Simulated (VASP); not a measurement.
# Au (Pm-3m) in VASP: further runs

Au is run at these levels: LDA; tasks: single point.

Program: VASP 6.6.1. These are calculated values, not measurements. Logs are shortened: lines on timing, memory, paths and dates and some standing lists are left out, and cuts for length are marked.

### Step 1. The cell of the first run

The structure is cubic, space group Pm-3m (No. 221). The conventional cell has a = 2.667 Å, b = 2.667 Å, c = 2.667 Å, α = 90.00°, β = 90.00°, γ = 90.00°. Within 3.5 Å of Au (site symmetry m-3m) lie 6 Au at 2.67 Å.

### Step 2. Single point, LDA

Contents of INCAR:

```
SYSTEM = Au
ALGO = Normal
EDIFF = 1E-6
ENCUT = 520
GGA = CA
ISIF = 2
ISMEAR = -1
LASPH = .True.
LCHARG = .True.
LELF = .True.
LREAL = .False.
LVHAR = .True.
LWAVE = .False.
NBANDS = 12
NELM = 80
PREC = Accurate
SIGMA = 0.1
```

Contents of KPOINTS:

```
k-points
0
Gamma
  13 13 13
  0 0 0
```

Contents of POSCAR:

```
Au
1.0
    2.6673447241      0.0000000000      0.0000000000
    0.0000000000      2.6673447241      0.0000000000
    0.0000000000      0.0000000000      2.6673447241
Au
1
Direct
    0.0000000000      0.0000000000      0.0000000000
```

Potentials or basis: VASP PAW LDA potentials, release 64 (Au).

On the command line:

```
cat potpaw_LDA.64/Au/POTCAR > POTCAR
mpirun -np 1 vasp_std > vasp.out
```

OUTCAR:

```text
SYSTEM = Au
   EDIFF = 1E-6
   ENCUT = 520
   GGA = CA
   ISIF = 2
   ISMEAR = -1
   LASPH = .True.
   LREAL = .False.
   NELM = 80
   PREC = Accurate

 ion  position               nearest neighbor table
   1  0.000  0.000  0.000-

  LATTYP: Found a simple cubic cell.
 ALAT       =     2.6673447241

  Lattice vectors:

 A1 = (   2.6673447241,   0.0000000000,   0.0000000000)
 A2 = (   0.0000000000,   2.6673447241,   0.0000000000)
 A3 = (   0.0000000000,   0.0000000000,   2.6673447241)

Analysis of symmetry for initial positions (statically):
=====================================================================
 Subroutine PRICEL returns:
 Original cell was already a primitive cell.

 Routine SETGRP: Setting up the symmetry group for a
 simple cubic supercell.

 Subroutine GETGRP returns: Found 48 space group operations
 (whereof 48 operations were pure point group operations)
 out of a pool of 48 trial point group operations.

The static configuration has the point symmetry O_h .

Analysis of symmetry for dynamics (positions and initial velocities):
=====================================================================
 Subroutine PRICEL returns:
 Original cell was already a primitive cell.

 Routine SETGRP: Setting up the symmetry group for a
 simple cubic supercell.

 Subroutine GETGRP returns: Found 48 space group operations
 (whereof 48 operations were pure point group operations)
 out of a pool of 48 trial point group operations.

The dynamic configuration has the point symmetry O_h .

 Subroutine INISYM returns: Found 48 space group operations
 (whereof 48 operations are pure point group operations),
 and found     1 'primitive' translations

----------------------------------------------------------------------------------------

                                     Primitive cell

  volume of cell :      18.9774

  direct lattice vectors                    reciprocal lattice vectors
     2.667344724  0.000000000  0.000000000     0.374904672  0.000000000  0.000000000
     0.000000000  2.667344724  0.000000000     0.000000000  0.374904672  0.000000000
     0.000000000  0.000000000  2.667344724     0.000000000  0.000000000  0.374904672

  length of vectors
     2.667344724  2.667344724  2.667344724     0.374904672  0.374904672  0.374904672

  position of ions in fractional coordinates (direct lattice)
     0.000000000  0.000000000  0.000000000

  ion indices of the primitive-cell ions
   primitive index   ion index
                 1           1

----------------------------------------------------------------------------------------

 KPOINTS: k-points

Automatic generation of k-mesh.
 Grid dimensions read from file:
 generate k-points for:   13   13   13

 Generating k-lattice:

  Cartesian coordinates                     Fractional coordinates (reciprocal lattice)
     0.028838821  0.000000000  0.000000000     0.076923077  0.000000000  0.000000000
     0.000000000  0.028838821  0.000000000     0.000000000  0.076923077  0.000000000
     0.000000000  0.000000000  0.028838821     0.000000000  0.000000000  0.076923077

  Length of vectors
     0.028838821  0.028838821  0.028838821

  Shift w.r.t. Gamma in fractional coordinates (k-lattice)
     0.000000000  0.000000000  0.000000000

 Subroutine IBZKPT returns following result:
 ===========================================

 Found     84 irreducible k-points:

 Following reciprocal coordinates:
            Coordinates               Weight
  0.000000  0.000000  0.000000      1.000000
  0.076923  0.000000  0.000000      6.000000
  0.153846  0.000000  0.000000      6.000000
  0.230769  0.000000  0.000000      6.000000
  0.307692  0.000000  0.000000      6.000000
  0.384615  0.000000  0.000000      6.000000
[... 16 lines left out ...]
  0.307692  0.307692  0.000000     12.000000
  0.384615  0.307692  0.000000     24.000000
 [... further k-points ...]
   k-points           NKPTS =     84   k-points in BZ     NKDIM =     84   number of bands    NBANDS=     12
   number of dos      NEDOS =    301   number of ions     NIONS =      1
   total plane-waves  NPLWV =   8000
   dimension x,y,z NGX =    20 NGY =   20 NGZ =   20
   dimension x,y,z NGXF=    40 NGYF=   40 NGZF=   40
   ions per type =               1
   NGX,Y,Z   is equivalent  to a cutoff of  12.47, 12.47, 12.47 a.u.
   NGXF,Y,Z  is equivalent  to a cutoff of  24.93, 24.93, 24.93 a.u.
 SYSTEM =  Au
   PREC   = accura    normal or accurate (medium, high low for compatibility)
   ISTART =      0    job   : 0-new  1-cont  2-samecut
   ICHARG =      2    charge: 1-file 2-atom 10-const
   ISPIN  =      1    spin polarized calculation?
   LNONCOLLINEAR =      F non collinear calculations
   LSORBIT =      F    spin-orbit coupling
   LASPH  =      T    aspherical Exc in radial PAW
   ENCUT  =  520.0 eV  38.22 Ry    6.18 a.u.   4.96  4.96  4.96*2*pi/ulx,y,z
   NELM   =     80;   NELMIN=  2; NELMDL= -5     # of ELM steps
   EDIFF  = 0.1E-05   stopping-criterion for ELM
   LREAL  =      F    real-space projection
   EDIFFG = 0.1E-04   stopping-criterion for IOM
   NSW    =      0    number of steps for IOM
   IBRION =     -1    ionic relax: 0-MD 1-quasi-New 2-CG
   NFREE  =      0    steps in history (QN), initial steepest desc. (CG)
   ISIF   =      2    stress and relaxation
   ISYM   =      2    0-nonsym 1-usesym 2-fastsym
   POTIM  = 0.5000    time-step for ionic-motion
   TEBEG  =    0.0;   TEEND  =   0.0 temperature during run
   PSTRESS=    0.0 pullay stress
   NELECT =      11.0000    total number of electrons
   NUPDOWN=      -1.0000    fix difference up-down
   EMIN   =  10.00;   EMAX   =-10.00  energy-range for DOS
   EFERMI =   0.00;   METHOD = LEGACY
   ISMEAR =    -1;   SIGMA  =   0.10  broadening in eV -4-tet -1-fermi 0-gaus
   EFERMI_NEDOS =   21; number of points for ismear=-14 and -15
   IALGO  =     38    algorithm
   IMIX   =      4    mixing-type and parameters
     AMIX     =   0.40;   BMIX     =  1.00
     AMIX_MAG =   1.60;   BMIX_MAG =  1.00
  volume/ion in A,a.u.               =      18.98       128.07
  Fermi-wavevector in a.u.,A,eV,Ry     =   1.364981  2.579440 25.350006  1.863173
  Thomas-Fermi vector in A             =   2.491249
   LORBIT       =      0    0 simple, 1 ext, 2 COOP (PROOUT), +10 PAW based schemes
   GGA     = CA    functional components
   LHFCALC =     F    Hartree Fock is set to
   AEXX    =    0.0000 exact exchange contribution
   IVDW    =     0    specifies the selected vdW correction
   LEPSILON=     F    determine dielectric tensor
   LRPA    =     F    only Hartree local field effects (RPA)
 non-spin polarized calculation
  energy-cutoff  :      520.00
  volume of cell :       18.98
 maximum number of plane-waves:       523
 NGX is ok and might be reduce to    20
   NGX =  9   NGY =  9   NGZ =  9

 number of electron      11.0000002 magnetization

 Free energy of the ion-electron system (eV)
  ---------------------------------------------------
  ext. energy  EPLUGINS =         0.00000000
  ---------------------------------------------------
  free energy    TOTEN  =        -4.17275989 eV

  energy without entropy =       -4.16045212  energy(sigma->0) =       -4.16660601

 E-fermi :   7.2107     XC(G=0): -12.2387

 val. band max:        7.1162611233   @ k =   0.4615   0.4615   0.4615
 cond. band min:       7.3507279122   @ k =   0.4615   0.1538   0.0000
 fundamental gap:      0.2344667889
 Fermi energy:         7.2107477666

 k-point     1 :       0.0000    0.0000    0.0000
  band No.  band energies     occupation
      1      -1.2846      2.00000
      2       0.9979      2.00000
      3       0.9979      2.00000
      4       5.8873      2.00000
      5       5.8873      2.00000
      6       5.8873      2.00000
      7      21.5443      0.00000
      8      21.5443      0.00000
      9      21.5443      0.00000
     10      26.9024      0.00000
     11      29.4251      0.00000
     12      29.4251      0.00000

 k-point     2 :       0.0769    0.0000    0.0000
  band No.  band energies     occupation
      1      -1.1298      2.00000
      2       1.0229      2.00000
      3       1.1262      2.00000
      4       5.7734      2.00000
      5       5.7734      2.00000
      6       5.8964      2.00000
      7      20.3800      0.00000
      8      21.8056      0.00000
      9      21.8056      0.00000
     10      27.5391      0.00000
     11      28.7721      0.00000
     12      30.1544      0.00000

 k-point     3 :       0.1538    0.0000    0.0000
  band No.  band energies     occupation
      1      -0.7134      2.00000
      2       1.0931      2.00000
      3       1.5366      2.00000
      4       5.4713      2.00000
      5       5.4713      2.00000
      6       5.9217      1.99999
      7      18.1748      0.00000
      8      22.5382      0.00000
      9      22.5382      0.00000
     10      27.4495      0.00000
     11      27.9540      0.00000
     12      32.4923      0.00000
[... 286 lines left out ...]
 k-point    23 :       0.3077    0.3077    0.0000
  band No.  band energies     occupation
      1       1.3443      2.00000
      2       2.1932      2.00000
      3       4.0560      2.00000
      4       4.8121      2.00000
      5       4.9196      2.00000
      6       5.3139      2.00000
      7      15.0583      0.00000
      8      17.1418      0.00000
      9      24.2223      0.00000
     10      28.0745      0.00000
     11      28.4729      0.00000
     12      30.7881      0.00000

 k-point    24 :       0.3846    0.3077    0.0000
  band No.  band energies     occupation
      1       1.5168      2.00000
      2       1.9277      2.00000
      3       4.4725      2.00000
      4       4.5726      2.00000
      5       4.9235      2.00000
      6       6.7890      1.97094
      7      13.2370      0.00000
      8      17.7210      0.00000
      9      22.7395      0.00000
     10      27.3648      0.00000
     11      29.7269      0.00000
     12      30.4327      0.00000

 [... further k-points ...]

------------------------ aborting loop because EDIFF is reached ----------------------------------------

  FORCE on cell =-STRESS in cart. coord.  units (eV):
  Direction    XX          YY          ZZ          XY          YZ          ZX
  --------------------------------------------------------------------------------------
  -------------------------------------------------------------------------------------
  Total        0.0707746      0.0707746      0.0707746      0.0000000      0.0000000      0.0000000
  in kB        5.9751726      5.9751726      5.9751726      0.0000000      0.0000000      0.0000000
  external PRESSURE =       5.9751726 kB  Pullay stress =       0.0000000 kB

 VOLUME and BASIS-vectors are now :
 -----------------------------------------------------------------------------
  energy-cutoff  :      520.00
  volume of cell :       18.98
      direct lattice vectors                 reciprocal lattice vectors
     2.667344724  0.000000000  0.000000000     0.374904672  0.000000000  0.000000000
     0.000000000  2.667344724  0.000000000     0.000000000  0.374904672  0.000000000
     0.000000000  0.000000000  2.667344724     0.000000000  0.000000000  0.374904672

 POSITION                                       TOTAL-FORCE (eV/Angst)
 -----------------------------------------------------------------------------------
      0.00000      0.00000      0.00000         0.000000      0.000000      0.000000
 -----------------------------------------------------------------------------------
    total drift:                               -0.000000     -0.000000     -0.000000

  FREE ENERGIE OF THE ION-ELECTRON SYSTEM (eV)
  ---------------------------------------------------
  free  energy   TOTEN  =        -4.1727598934 eV

  energy  without entropy=       -4.1604521214  energy(sigma->0) =       -4.16660601
```

Run time: 8.9 s. Hardware: 1 thread of AMD EPYC 7R13 (Zen 3), shared host; peak memory 0.1 GiB.

Results:

| Quantity | Value |
| --- | --- |
| Free energy | -4.1728 eV |
| Pressure | 0.6 GPa |

Levels at points of the mesh, in eV from the Fermi level:
```
           k point  band 4  band 5  band 6  band 7  band 8  band 9
(0.00, 0.00, 0.00)   -1.32   -1.32   -1.32   14.33   14.33   14.33
```

Caveat: spin-orbit coupling is left out, which moves the levels of the heavy elements.

### Step 3. Single point, LDA (volume scaled by 1.04)

Contents of INCAR:

```
  PREC = Accurate
  ENCUT = 520
  EDIFF = 1E-6
  ISMEAR = -1
  SIGMA = 0.1
  LREAL = False
  LASPH = True
  NELM = 100
  ALGO = Normal
  ISIF = 2
  LWAVE = False
  LCHARG = True
  LELF = True
  LVHAR = True
  NBANDS = 12
```

Contents of KPOINTS:

```
regular mesh
0
Gamma
  13 13 13
```

Contents of POSCAR:

```
Au
1.0
    2.7024453905      0.0000000000      0.0000000000
    0.0000000000      2.7024453905      0.0000000000
    0.0000000000      0.0000000000      2.7024453905
Au
1
Direct
    0.0000000000      0.0000000000      0.0000000000
```

Potentials or basis: VASP PAW LDA potentials, release 64 (Au).

On the command line:

```
cat potpaw_LDA.64/Au/POTCAR > POTCAR
mpirun -np 1 vasp_std > vasp.out
```

OUTCAR:

```text
PREC = Accurate
   ENCUT = 520
   EDIFF = 1E-6
   ISMEAR = -1
   LREAL = False
   LASPH = True
   NELM = 100
   ISIF = 2

 ion  position               nearest neighbor table
   1  0.000  0.000  0.000-

  LATTYP: Found a simple cubic cell.
 ALAT       =     2.7024453905

  Lattice vectors:

 A1 = (   2.7024453905,   0.0000000000,   0.0000000000)
 A2 = (   0.0000000000,   2.7024453905,   0.0000000000)
 A3 = (   0.0000000000,   0.0000000000,   2.7024453905)

Analysis of symmetry for initial positions (statically):
=====================================================================
 Subroutine PRICEL returns:
 Original cell was already a primitive cell.

 Routine SETGRP: Setting up the symmetry group for a
 simple cubic supercell.

 Subroutine GETGRP returns: Found 48 space group operations
 (whereof 48 operations were pure point group operations)
 out of a pool of 48 trial point group operations.

The static configuration has the point symmetry O_h .

Analysis of symmetry for dynamics (positions and initial velocities):
[... 166 lines left out ...]
      2       0.7307      2.00000
      3       0.7307      2.00000
      4       5.3177      2.00000
      5       5.3177      2.00000
      6       5.3177      2.00000
      7      20.7596      0.00000
      8      20.7596      0.00000
      9      20.7596      0.00000
     10      25.9109      0.00000
     11      28.3894      0.00000
     12      28.3894      0.00000
[... 331 lines left out ...]
 k-point    24 :       0.3846    0.3077    0.0000
  band No.  band energies     occupation
      1       1.2093      2.00000
      2       1.6288      2.00000
      3       4.0100      2.00000
      4       4.0941      2.00000
      5       4.4212      2.00000
      6       6.2598      1.95012
      7      12.5320      0.00000
      8      16.8649      0.00000
      9      21.8791      0.00000
     10      26.5357      0.00000
     11      28.7077      0.00000
     12      29.5198      0.00000

 [... further k-points ...]

------------------------ aborting loop because EDIFF is reached ----------------------------------------

  FORCE on cell =-STRESS in cart. coord.  units (eV):
  Direction    XX          YY          ZZ          XY          YZ          ZX
  --------------------------------------------------------------------------------------
  -------------------------------------------------------------------------------------
  Total       -0.5761963     -0.5761963     -0.5761963      0.0000000      0.0000000     -0.0000000
  in kB      -46.7746187    -46.7746187    -46.7746187      0.0000000      0.0000000     -0.0000000
  external PRESSURE =     -46.7746187 kB  Pullay stress =       0.0000000 kB

 VOLUME and BASIS-vectors are now :
 -----------------------------------------------------------------------------
  energy-cutoff  :      520.00
  volume of cell :       19.74
      direct lattice vectors                 reciprocal lattice vectors
     2.702445390  0.000000000  0.000000000     0.370035229  0.000000000  0.000000000
     0.000000000  2.702445390  0.000000000     0.000000000  0.370035229  0.000000000
     0.000000000  0.000000000  2.702445390     0.000000000  0.000000000  0.370035229

 POSITION                                       TOTAL-FORCE (eV/Angst)
 -----------------------------------------------------------------------------------
      0.00000      0.00000      0.00000         0.000000      0.000000      0.000000
 -----------------------------------------------------------------------------------
    total drift:                               -0.000000     -0.000000     -0.000000

  FREE ENERGIE OF THE ION-ELECTRON SYSTEM (eV)
  ---------------------------------------------------
  free  energy   TOTEN  =        -4.1631083556 eV

  energy  without entropy=       -4.1517378162  energy(sigma->0) =       -4.15742309
```

stdout:

```text
POSCAR found type information on POSCAR Au
 POSCAR found :  1 types and       1 ions
 scaLAPACK will be used
 LDA part: xc-table for (Slater(with rela. corr.)+CA(PZ))
 , standard interpolation
 POSCAR, INCAR and KPOINTS ok, starting setup
 FFT: planning ... GRIDC
 FFT: planning ... GRID_SOFT
 FFT: planning ... GRID
 WAVECAR not read
 entering main loop
```

It took 9 s on 1 thread of AMD EPYC 7R13 (Zen 3), shared host; peak memory 0.1 GiB.

Results:

```
Free energy : -4.1631 eV
Pressure    : -4.7 GPa
```

Caveat: spin-orbit coupling is left out, which moves the levels of the heavy elements.
